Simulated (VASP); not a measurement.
# KTaO3 (Pm-3m) in VASP: settings compared

The runs below take KTaO3 through single point, relaxation of cell and atoms, with BLYP, LDA, PBEsol.

All numbers are computed with VASP 6.6.1; they aren't measurements. Logs are shortened: lines on timing, memory, paths and dates and some standing lists are left out, and cuts for length are marked.

**1. The cell of the first run**

It takes space group Pm-3m (No. 221, cubic). The conventional cell has a = 4.056 Å, b = 4.056 Å, c = 4.056 Å, α = 90.00°, β = 90.00°, γ = 90.00°. Within 2.7 Å of Ta (site symmetry m-3m) lie 6 O at 2.03 Å. Within 3.8 Å of K (site symmetry m-3m) lie 12 O at 2.87 Å and 8 Ta at 3.51 Å. O (site symmetry 4/mmm) has 2 Ta at 2.03 Å within 2.7 Å.

**2. Single point, BLYP**

INCAR reads:

```
SYSTEM = KTaO3
PREC     = Accurate       ! precision mode
ENCUT    = 520            ! plane-wave cutoff, eV
EDIFF    = 1E-7           ! SCF threshold, eV
ISMEAR   = -1             ! smearing method
SIGMA    = 0.05           ! smearing width, eV
LREAL    = .False.        ! projectors in reciprocal space
LASPH    = .True.         ! aspherical terms in the spheres
NELM     = 80             ! most SCF steps
ALGO     = Normal         ! electronic algorithm
ISIF     = 2              ! what is computed and relaxed
LWAVE    = .False.        ! write WAVECAR
LCHARG   = .True.         ! write CHGCAR
GGA      = B5             ! functional
ALDAX    = 1.0          
AGGAX    = 1.0          
AGGAC    = 1.0          
ALDAC    = 0.0          
LELF     = .True.         ! ELF
LVHAR    = .True.       
NBANDS   = 27             ! bands
```

KPOINTS reads:

```
regular mesh
0
Gamma
  7 7 7
  0 0 0
```

POSCAR reads:

```
KTaO3
1.0
    4.0561958630      0.0000000000      0.0000000000
    0.0000000000      4.0561958630      0.0000000000
    0.0000000000      0.0000000000      4.0561958630
Ta K O
1 1 3
Direct
    0.0000000000      0.0000000000      0.0000000000
    0.5000000000      0.5000000000      0.5000000000
    0.0000000000      0.0000000000      0.5000000000
    0.0000000000      0.5000000000      0.0000000000
    0.5000000000      0.0000000000      0.0000000000
```

Potentials or basis: VASP PAW PBE potentials, release 64 (Ta_pv, K_sv, O).

On the command line:

```
$ cat potpaw_PBE.64/Ta_pv/POTCAR potpaw_PBE.64/K_sv/POTCAR potpaw_PBE.64/O/POTCAR > POTCAR
$ mpirun -np 1 vasp_std > vasp.out
```

OUTCAR:

```text
SYSTEM = KTaO3
   PREC = Accurate
   ENCUT = 520
   EDIFF = 1E-7
   ISMEAR = -1
   LREAL = .False.
   LASPH = .True.
   NELM = 80
   ISIF = 2
   GGA = B5

 ion  position               nearest neighbor table
   1  0.000  0.000  0.000-   3 2.03   4 2.03   5 2.03   3 2.03   4 2.03   5 2.03   2 3.51   2 3.51
                             2 3.51   2 3.51   2 3.51   2 3.51   2 3.51   2 3.51
   2  0.500  0.500  0.500-   3 2.87   4 2.87   5 2.87   4 2.87   5 2.87   3 2.87   5 2.87   5 2.87
                             3 2.87   4 2.87   4 2.87   3 2.87   1 3.51   1 3.51   1 3.51   1 3.51
   3  0.000  0.000  0.500-   1 2.03   1 2.03   2 2.87   2 2.87   2 2.87   2 2.87
   4  0.000  0.500  0.000-   1 2.03   1 2.03   2 2.87   2 2.87   2 2.87   2 2.87
   5  0.500  0.000  0.000-   1 2.03   1 2.03   2 2.87   2 2.87   2 2.87   2 2.87

  LATTYP: Found a simple cubic cell.
 ALAT       =     4.0561958630

  Lattice vectors:

 A1 = (   4.0561958630,   0.0000000000,   0.0000000000)
 A2 = (   0.0000000000,   4.0561958630,   0.0000000000)
 A3 = (   0.0000000000,   0.0000000000,   4.0561958630)

Analysis of symmetry for initial positions (statically):
=====================================================================
 Subroutine PRICEL returns:
 Original cell was already a primitive cell.

 Routine SETGRP: Setting up the symmetry group for a
 simple cubic supercell.

 Subroutine GETGRP returns: Found 48 space group operations
 (whereof 48 operations were pure point group operations)
 out of a pool of 48 trial point group operations.

The static configuration has the point symmetry O_h .

Analysis of symmetry for dynamics (positions and initial velocities):
=====================================================================
 Subroutine PRICEL returns:
 Original cell was already a primitive cell.

 Routine SETGRP: Setting up the symmetry group for a
 simple cubic supercell.

 Subroutine GETGRP returns: Found 48 space group operations
 (whereof 48 operations were pure point group operations)
 out of a pool of 48 trial point group operations.

The dynamic configuration has the point symmetry O_h .

 Subroutine INISYM returns: Found 48 space group operations
 (whereof 48 operations are pure point group operations),
 and found     1 'primitive' translations

----------------------------------------------------------------------------------------

[... 93 lines left out ...]
   EDIFF  = 0.1E-06   stopping-criterion for ELM
   LREAL  =      F    real-space projection
   EDIFFG = 0.1E-05   stopping-criterion for IOM
   NSW    =      0    number of steps for IOM
   IBRION =     -1    ionic relax: 0-MD 1-quasi-New 2-CG
   NFREE  =      0    steps in history (QN), initial steepest desc. (CG)
   ISIF   =      2    stress and relaxation
   ISYM   =      2    0-nonsym 1-usesym 2-fastsym
   POTIM  = 0.5000    time-step for ionic-motion
   TEBEG  =    0.0;   TEEND  =   0.0 temperature during run
   PSTRESS=    0.0 pullay stress
   NELECT =      38.0000    total number of electrons
   NUPDOWN=      -1.0000    fix difference up-down
   EMIN   =  10.00;   EMAX   =-10.00  energy-range for DOS
   EFERMI =   0.00;   METHOD = LEGACY
   ISMEAR =    -1;   SIGMA  =   0.05  broadening in eV -4-tet -1-fermi 0-gaus
   EFERMI_NEDOS =   21; number of points for ismear=-14 and -15
   IALGO  =     38    algorithm
   IMIX   =      4    mixing-type and parameters
     AMIX     =   0.40;   BMIX     =  1.00
     AMIX_MAG =   1.60;   BMIX_MAG =  1.00
  volume/ion in A,a.u.               =      13.35        90.07
  Fermi-wavevector in a.u.,A,eV,Ry     =   1.356908  2.564185 25.051042  1.841200
  Thomas-Fermi vector in A             =   2.483871
   LORBIT       =      0    0 simple, 1 ext, 2 COOP (PROOUT), +10 PAW based schemes
   GGA     = B5    functional components
   LHFCALC =     F    Hartree Fock is set to
   AEXX    =    0.0000 exact exchange contribution
   IVDW    =     0    specifies the selected vdW correction
   LEPSILON=     F    determine dielectric tensor
   LRPA    =     F    only Hartree local field effects (RPA)
 non-spin polarized calculation
  energy-cutoff  :      520.00
  volume of cell :       66.74
 maximum number of plane-waves:      1813
 NGX is ok and might be reduce to    30
   NGX = 15   NGY = 15   NGZ = 15

 number of electron      37.9999983 magnetization

 Free energy of the ion-electron system (eV)
  ---------------------------------------------------
  ext. energy  EPLUGINS =         0.00000000
  ---------------------------------------------------
  free energy    TOTEN  =       -39.29307013 eV

  energy without entropy =      -39.29307013  energy(sigma->0) =      -39.29307013

 E-fermi :   2.8315     XC(G=0): -10.1881

 val. band max:        1.7245066567   @ k =   0.4286   0.4286   0.4286
 cond. band min:       3.8806005844   @ k =   0.0000   0.0000   0.0000
 fundamental gap:      2.1560939277
 Fermi energy:         2.8314979862

 k-point     1 :       0.0000    0.0000    0.0000
  band No.  band energies     occupation
      1     -32.4280      2.00000
      2     -32.4280      2.00000
      3     -32.4280      2.00000
      4     -25.5986      2.00000
      5     -15.4712      2.00000
      6     -14.7988      2.00000
[... 589 lines left out ...]
     26      12.6278      0.00000
     27      13.3027      0.00000

------------------------ aborting loop because EDIFF is reached ----------------------------------------

  FORCE on cell =-STRESS in cart. coord.  units (eV):
  Direction    XX          YY          ZZ          XY          YZ          ZX
  --------------------------------------------------------------------------------------
  -------------------------------------------------------------------------------------
  Total        0.4845781      0.4845781      0.4845781      0.0000000     -0.0000000      0.0000000
  in kB       11.6336927     11.6336927     11.6336927      0.0000000     -0.0000000      0.0000000
  external PRESSURE =      11.6336927 kB  Pullay stress =       0.0000000 kB

 VOLUME and BASIS-vectors are now :
 -----------------------------------------------------------------------------
  energy-cutoff  :      520.00
  volume of cell :       66.74
      direct lattice vectors                 reciprocal lattice vectors
     4.056195863  0.000000000  0.000000000     0.246536418  0.000000000  0.000000000
     0.000000000  4.056195863  0.000000000     0.000000000  0.246536418  0.000000000
     0.000000000  0.000000000  4.056195863     0.000000000  0.000000000  0.246536418

 POSITION                                       TOTAL-FORCE (eV/Angst)
 -----------------------------------------------------------------------------------
      0.00000      0.00000      0.00000         0.000000      0.000000      0.000000
      2.02810      2.02810      2.02810         0.000000      0.000000      0.000000
      0.00000      0.00000      2.02810         0.000000      0.000000      0.000000
      0.00000      2.02810      0.00000         0.000000      0.000000      0.000000
      2.02810      0.00000      0.00000         0.000000      0.000000      0.000000
 -----------------------------------------------------------------------------------
    total drift:                                0.000000     -0.000000      0.000000

  FREE ENERGIE OF THE ION-ELECTRON SYSTEM (eV)
  ---------------------------------------------------
  free  energy   TOTEN  =       -39.2930701347 eV

  energy  without entropy=      -39.2930701346  energy(sigma->0) =      -39.29307013
```

OSZICAR:

```text
N       E                     dE             d eps       ncg     rms          rms(c)
DAV:   1     0.323371463666E+03    0.32337E+03   -0.20781E+04  1080   0.140E+03
DAV:   2    -0.298840543390E+02   -0.35326E+03   -0.34258E+03  1309   0.401E+02
DAV:   3    -0.488948960377E+02   -0.19011E+02   -0.18927E+02  1583   0.901E+01
DAV:   4    -0.493891784362E+02   -0.49428E+00   -0.49348E+00  1733   0.980E+00
DAV:   5    -0.493923610462E+02   -0.31826E-02   -0.31820E-02  1430   0.788E-01    0.315E+01
DAV:   6    -0.396225909942E+02    0.97698E+01   -0.42064E+01  1262   0.421E+01    0.117E+01
DAV:   7    -0.393879342416E+02    0.23466E+00   -0.24104E+00  1384   0.954E+00    0.867E+00
DAV:   8    -0.393394177695E+02    0.48516E-01   -0.61860E-01  1290   0.652E+00    0.392E+00
DAV:   9    -0.392960095670E+02    0.43408E-01   -0.70891E-02  1256   0.212E+00    0.618E-01
DAV:  10    -0.392933440713E+02    0.26655E-02   -0.20981E-02  1396   0.858E-01    0.163E-01
DAV:  11    -0.392930899718E+02    0.25410E-03   -0.23941E-03  1424   0.313E-01    0.478E-02
DAV:  12    -0.392930758091E+02    0.14163E-04   -0.13925E-04  1326   0.950E-02    0.273E-02
DAV:  13    -0.392930698538E+02    0.59553E-05   -0.49786E-05  1431   0.431E-02    0.397E-03
DAV:  14    -0.392930702080E+02   -0.35425E-06   -0.18686E-06  1458   0.101E-02    0.276E-03
DAV:  15    -0.392930701347E+02    0.73308E-07   -0.55485E-08   986   0.170E-03
   1 F= -.39293070E+02 E0= -.39293070E+02  d E =-.115044E-09
```

Run time: 64 s. Hardware: 1 thread of Intel Xeon 8259CL, shared host; peak memory 0.19 GiB.

What came out:

| Property | Result |
| --- | --- |
| Free energy | -39.2931 eV |
| Pressure | 1.2 GPa |
| Band gap on the k mesh | 2.16 eV (least direct gap 2.73 eV) |

Levels at points of the mesh, in eV from the valence-band top:
```
           k point  band 17  band 18  band 19  band 20  band 21  band 22
(0.00, 0.00, 0.00)    -0.57    -0.57    -0.57     2.16     2.16     2.16
```

Caveat: the PAW data sets were made with another functional, which shifts forces and pressure a little; spin-orbit coupling is left out, which moves the levels of the heavy elements; an odd mesh through Γ misses points on the zone boundary, where band edges can lie.

**3. Relaxation of cell and atoms, BLYP**

This run uses another cell than the first one, of 12.69 Å³/atom.

INCAR reads:

```
  AGGAC = 1.0
  AGGAX = 1.0
  ALDAC = 0.0
  ALDAX = 1.0
  ALGO = Normal
  EDIFF = 1E-6
  EDIFFG = -0.01
  ENCUT = 600
  GGA = B5
  IBRION = 2
  ISIF = 3
  ISMEAR = -1
  LASPH = T
  LCHARG = F
  LREAL = F
  LWAVE = F
  NELM = 100
  NSW = 60
  PREC = Accurate
  SIGMA = 0.05
```

KPOINTS reads:

```
k-points
0
Gamma
  7 7 7
```

POSCAR, as its differences from that of step 2:

```diff
@@ -2,5 +2,5 @@
 1.0
-    4.0561958630      0.0000000000      0.0000000000
-    0.0000000000      4.0561958630      0.0000000000
-    0.0000000000      0.0000000000      4.0561958630
+    3.9883000000      0.0000000000      0.0000000000
+    0.0000000000      3.9883000000      0.0000000000
+    0.0000000000      0.0000000000      3.9883000000
 Ta K O
```

Potentials or basis: VASP PAW PBE potentials, release 64 (Ta_pv, K_sv, O).

On the command line:

```
$ cat potpaw_PBE.64/Ta_pv/POTCAR potpaw_PBE.64/K_sv/POTCAR potpaw_PBE.64/O/POTCAR > POTCAR
$ mpirun -np 1 vasp_std > vasp.out
```

Run time: 2.4 min. Hardware: 1 thread of Intel Xeon 8259CL, shared host; peak memory 0.21 GiB.

It converged, with:

```
Free energy                           : -39.2934 eV
Relaxed volume                        : 13.43 Å³/atom
Relaxed cell                          : a = 4.064 Å, b = 4.064 Å, c = 4.064 Å, α = 90.00°, β = 90.00°, γ = 90.00°
Space group after relaxing (to 0.1 Å) : Pm-3m (No. 221)
Energy gained by relaxing             : 25.2 meV/atom
Ionic steps                           : 4
Pressure after relaxing               : 0.0 GPa
Band gap on the k mesh                : 2.14 eV (least direct gap 2.72 eV)
```

The path:
| step | energy change (eV) | largest force (eV/Å) | pressure (GPa) | volume (Å³) |
| --- | --- | --- | --- | --- |
| 1 | 0.0000 | 0.0000 | 11.46 | 63.44 |
| 2 | 0.0540 | 0.0000 | -10.81 | 72.15 |
| 3 | -0.1260 | 0.0000 | -0.18 | 67.21 |
| 4 | -0.1260 | 0.0000 | 0.03 | 67.14 |

Final structure:
```
CELL_PARAMETERS angstrom
4.06428 0.00000 0.00000
0.00000 4.06428 0.00000
0.00000 0.00000 4.06428
ATOMIC_POSITIONS crystal
Ta 0.00000 0.00000 0.00000
K 0.50000 0.50000 0.50000
O 0.00000 0.00000 0.50000
O 0.00000 0.50000 0.00000
O 0.50000 0.00000 0.00000
```

Levels at points of the mesh, in eV from the valence-band top:
| k point | band 16 | band 17 | band 18 | band 19 | band 20 | band 21 | band 22 | band 23 |
| --- | --- | --- | --- | --- | --- | --- | --- | --- |
| (0.00, 0.00, 0.00) | -0.91 | -0.58 | -0.58 | -0.58 | 2.14 | 2.14 | 2.14 | 6.24 |

Caveat: the PAW data sets were made with another functional, which shifts forces and pressure a little; spin-orbit coupling is left out, which moves the levels of the heavy elements; an odd mesh through Γ misses points on the zone boundary, where band edges can lie. BLYP gives volumes clearly too large for solids.

**4. Single point, LDA**

This run uses another cell than the first one, of 12.18 Å³/atom.

INCAR reads:

```
SYSTEM = KTaO3
PREC = Accurate
ENCUT = 520
EDIFF = 1E-6
ISMEAR = -1
SIGMA = 0.05
LREAL = .FALSE.
LASPH = .TRUE.
NELM = 100
ALGO = Normal
ISIF = 2
LWAVE = .FALSE.
LCHARG = .FALSE.
GGA = CA
NBANDS = 27
```

KPOINTS reads:

```
regular mesh
0
G
  7 7 7
  0 0 0
```

POSCAR, as its differences from that of step 3:

```diff
@@ -2,5 +2,5 @@
 1.0
-    3.9883000000      0.0000000000      0.0000000000
-    0.0000000000      3.9883000000      0.0000000000
-    0.0000000000      0.0000000000      3.9883000000
+    3.9343974464      0.0000000000      0.0000000000
+    0.0000000000      3.9343974464      0.0000000000
+    0.0000000000      0.0000000000      3.9343974464
 Ta K O
```

Potentials or basis: VASP PAW LDA potentials, release 64 (Ta_pv, K_sv, O).

On the command line:

```
$ cat potpaw_LDA.64/Ta_pv/POTCAR potpaw_LDA.64/K_sv/POTCAR potpaw_LDA.64/O/POTCAR > POTCAR
$ mpirun -np 1 vasp_std > vasp.out
```

It took 51 s on 1 thread of Intel Xeon 8259CL, shared host; peak memory 0.17 GiB.

It converged, with:

```
Free energy            : -45.0410 eV
Pressure               : 4.4 GPa
Band gap on the k mesh : 2.16 eV (least direct gap 2.70 eV)
```

Levels at points of the mesh, in eV from the valence-band top:
```tsv
k point	band 17	band 18	band 19	band 20	band 21	band 22
(0.00, 0.00, 0.00)	-0.54	-0.54	-0.54	2.16	2.16	2.16
```

Caveat: the cell stands under pressure; spin-orbit coupling is left out, which moves the levels of the heavy elements; an odd mesh through Γ misses points on the zone boundary, where band edges can lie.

**5. Single point, PBEsol**

This run uses another cell than the first one, of 12.66 Å³/atom.

INCAR, as its differences from that of step 4:

```diff
@@ -8,3 +8,3 @@
 LASPH = .TRUE.
-NELM = 100
+NELM = 80
 ALGO = Normal
@@ -13,3 +13,3 @@
 LCHARG = .FALSE.
-GGA = CA
+GGA = PS
 NBANDS = 27
```

KPOINTS reads:

```
Automatic mesh
0
G
  7 7 7
  0 0 0
```

POSCAR, as its differences from that of step 4:

```diff
@@ -2,5 +2,5 @@
 1.0
-    3.9343974464      0.0000000000      0.0000000000
-    0.0000000000      3.9343974464      0.0000000000
-    0.0000000000      0.0000000000      3.9343974464
+    3.9853939665      0.0000000000      0.0000000000
+    0.0000000000      3.9853939665      0.0000000000
+    0.0000000000      0.0000000000      3.9853939665
 Ta K O
```

Potentials or basis: VASP PAW PBE potentials, release 64 (Ta_pv, K_sv, O).

On the command line:

```
$ cat potpaw_PBE.64/Ta_pv/POTCAR potpaw_PBE.64/K_sv/POTCAR potpaw_PBE.64/O/POTCAR > POTCAR
$ mpirun -np 1 vasp_std > vasp.out
```

OUTCAR:

```text
SYSTEM = KTaO3
   PREC = Accurate
   ENCUT = 520
   EDIFF = 1E-6
   ISMEAR = -1
   LREAL = .FALSE.
   LASPH = .TRUE.
   NELM = 80
   ISIF = 2
   GGA = PS

 ion  position               nearest neighbor table
   1  0.000  0.000  0.000-   3 1.99   4 1.99   5 1.99   3 1.99   4 1.99   5 1.99   2 3.45   2 3.45
                             2 3.45   2 3.45   2 3.45   2 3.45   2 3.45   2 3.45
   2  0.500  0.500  0.500-   3 2.82   4 2.82   5 2.82   4 2.82   5 2.82   3 2.82   5 2.82   5 2.82
                             3 2.82   4 2.82   4 2.82   3 2.82   1 3.45   1 3.45   1 3.45   1 3.45
   3  0.000  0.000  0.500-   1 1.99   1 1.99   2 2.82   2 2.82   2 2.82   2 2.82
[... 799 lines left out ...]
  -------------------------------------------------------------------------------------
  Total        0.2870299      0.2870299      0.2870299     -0.0000000     -0.0000000      0.0000000
  in kB        7.2648035      7.2648035      7.2648035     -0.0000000     -0.0000000      0.0000000
  external PRESSURE =       7.2648035 kB  Pullay stress =       0.0000000 kB

 VOLUME and BASIS-vectors are now :
 -----------------------------------------------------------------------------
  energy-cutoff  :      520.00
  volume of cell :       63.30
      direct lattice vectors                 reciprocal lattice vectors
     3.985393967  0.000000000  0.000000000     0.250916223  0.000000000  0.000000000
     0.000000000  3.985393967  0.000000000     0.000000000  0.250916223  0.000000000
     0.000000000  0.000000000  3.985393967     0.000000000  0.000000000  0.250916223

 POSITION                                       TOTAL-FORCE (eV/Angst)
 -----------------------------------------------------------------------------------
      0.00000      0.00000      0.00000         0.000000      0.000000      0.000000
      1.99270      1.99270      1.99270         0.000000      0.000000      0.000000
      0.00000      0.00000      1.99270         0.000000      0.000000      0.000000
      0.00000      1.99270      0.00000         0.000000      0.000000      0.000000
      1.99270      0.00000      0.00000         0.000000      0.000000      0.000000
 -----------------------------------------------------------------------------------
    total drift:                                0.000000     -0.000000      0.000000

  FREE ENERGIE OF THE ION-ELECTRON SYSTEM (eV)
  ---------------------------------------------------
  free  energy   TOTEN  =       -42.9202848465 eV

  energy  without entropy=      -42.9202848463  energy(sigma->0) =      -42.92028485
```

Run time: 59 s. Hardware: 1 thread of Intel Xeon 8259CL, shared host; peak memory 0.19 GiB.

Results:

```yaml
Free_energy: -42.9203 eV
Pressure: 0.7 GPa
Band_gap_on_the_k_mesh: 2.15 eV (least direct gap 2.71 eV)
```

Caveat: the PAW data sets were made with another functional, which shifts forces and pressure a little; spin-orbit coupling is left out, which moves the levels of the heavy elements; an odd mesh through Γ misses points on the zone boundary, where band edges can lie.

**6. Overview**

```csv
task,level,potentials or basis,cell,cutoff (eV),gap on the mesh (eV),pressure (GPa)
single point,BLYP,"VASP PAW PBE potentials, release 64 (Ta_pv, K_sv, O)","a = 4.056 Å, 5 atoms",520,2.16,1.2
relaxation of cell and atoms,BLYP,"VASP PAW PBE potentials, release 64 (Ta_pv, K_sv, O)","relaxed from a = 3.988 Å, 5 atoms",600,2.14,0.0
single point,LDA,"VASP PAW LDA potentials, release 64 (Ta_pv, K_sv, O)","a = 3.934 Å, 5 atoms",520,2.16,4.4
single point,PBEsol,"VASP PAW PBE potentials, release 64 (Ta_pv, K_sv, O)","a = 3.985 Å, 5 atoms",520,2.15,0.7
```

Alike in all rows: no spin polarisation; k mesh 7 × 7 × 7; smearing fermi-dirac 0.05 eV.

Caveats: spin-orbit coupling is left out, which moves the levels of the heavy elements; an odd mesh through Γ misses points on the zone boundary, where band edges can lie; the PAW data sets were made with another functional, which shifts forces and pressure a little (at least some runs); the cell stands under pressure (at least some runs).

Total energies depend on the potentials used, so only differences within one code and one set of settings carry meaning.
